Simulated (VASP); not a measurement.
A run of VASP 6.6.1:

File INCAR:

```
SYSTEM = Cd2H
  PREC = Accurate
  ENCUT = 520
  EDIFF = 1E-6
  ISMEAR = 0
  SIGMA = 0.1
  LREAL = .False.
  LASPH = .True.
  NELM = 80
  ALGO = Normal
  ISIF = 2
  LWAVE = .False.
  LCHARG = .False.
  GGA = PE
  NBANDS = 34
```

Contents of KPOINTS:

```
regular mesh
0
Gamma
  4 4 4
  0 0 0
```

The input POSCAR:

```
Cd2H
1.0
    0.0000000000      4.0641438751      4.0641438751
    4.0641438751      0.0000000000      4.0641438751
    4.0641438751      4.0641438751      0.0000000000
Cd H
4 2
Direct
    0.6250000000      0.6250000000      0.6250000000
    0.1250000000      0.6250000000      0.6250000000
    0.6250000000      0.6250000000      0.1250000000
    0.6250000000      0.1250000000      0.6250000000
    0.0000000000      0.0000000000      0.0000000000
    0.2500000000      0.2500000000      0.2500000000
```

Potentials or basis: VASP PAW PBE potentials, release 64 (Cd, H).

Run with:

```bash
$ cat potpaw_PBE.64/Cd/POTCAR potpaw_PBE.64/H/POTCAR > POTCAR
$ mpirun -np 1 vasp_std > vasp.out
```

Hardware: 1 thread of Intel Xeon 6975P-C (shared host).

Task: Estimate the wall time of this run.

Result: Wall time 71 s on 1 thread of Intel Xeon 6975P-C, with other jobs on the host, peak memory 0.31 GiB. Counts: scf iterations 12, k points 8.
